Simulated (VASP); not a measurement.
Set up this calculation in VASP 6.6.1, as the native input.

| Quantity | Value |
| --- | --- |
| Task | relaxation of the atoms |
| Functional | LDA |
| Potentials or basis | VASP PAW LDA potentials, release 64 (Si) |
| Cutoff | 520 eV |
| k mesh | 7 × 5 × 1 |
| Occupations | fermi-dirac, width 0.02 eV |
| Spin | no spin polarisation |
| Dipole correction | yes |
| Further INCAR settings | ALGO = Normal; EDIFF = 1e-06; IBRION = 2; EDIFFG = -0.01; NSW = 32 |

The structure of Si lies in POSCAR:

```
Si
1.0
    3.8197434381      0.0000000000      0.0000000000
    0.0000000000      5.4019329750      0.0000000000
    0.0000000000      0.0000000000     19.8197000000
Si
6
Direct
    0.7500000000      0.1162719829      0.4076206252
    0.2500000000      0.8837280171      0.4076206252
    0.2500000000      0.6226187183      0.5000000013
    0.7500000000      0.3773812817      0.5000000013
    0.7500000000      0.1162719803      0.5923793735
    0.2500000000      0.8837280197      0.5923793735
```

The input as run:

INCAR

```
SYSTEM = Si
PREC     = Accurate       ! precision mode
ENCUT    = 520            ! plane-wave cutoff, eV
EDIFF    = 1E-6           ! SCF threshold, eV
ISMEAR   = -1             ! smearing method
SIGMA    = 0.02           ! smearing width, eV
LREAL    = .FALSE.        ! projectors in reciprocal space
LASPH    = .TRUE.         ! aspherical terms in the spheres
NELM     = 60             ! most SCF steps
ALGO     = Normal         ! electronic algorithm
ISIF     = 2              ! what is computed and relaxed
LWAVE    = .FALSE.        ! write WAVECAR
LCHARG   = .FALSE.        ! write CHGCAR
LDIPOL   = .TRUE.       
IDIPOL   = 3            
DIPOL    = 0.5 0.5 0.500
GGA      = CA             ! functional
IBRION   = 2              ! ionic algorithm
NSW      = 32             ! ionic steps
EDIFFG   = -0.01          ! ionic threshold
```

KPOINTS

```
regular mesh
0
G
  7 5 1
  0 0 0
```

Potentials or basis: VASP PAW LDA potentials, release 64 (Si).

Command:

```console
$ cat potpaw_LDA.64/Si/POTCAR > POTCAR
$ mpirun -np 1 vasp_std > vasp.out
```

Results of the run:

```json
{"Largest force after relaxing": "0.005 eV/Å", "Band gap on the k mesh": "zero (bands 12 and 13 overlap by 0.26 eV)"}
```

Caveat: the relaxation stopped at its first step, so nothing moved.

Run time: 60 s on 1 thread of Intel(R) Xeon(R) Platinum 8488C (Sapphire Rapids) (shared host), peak memory 0.33 GiB.
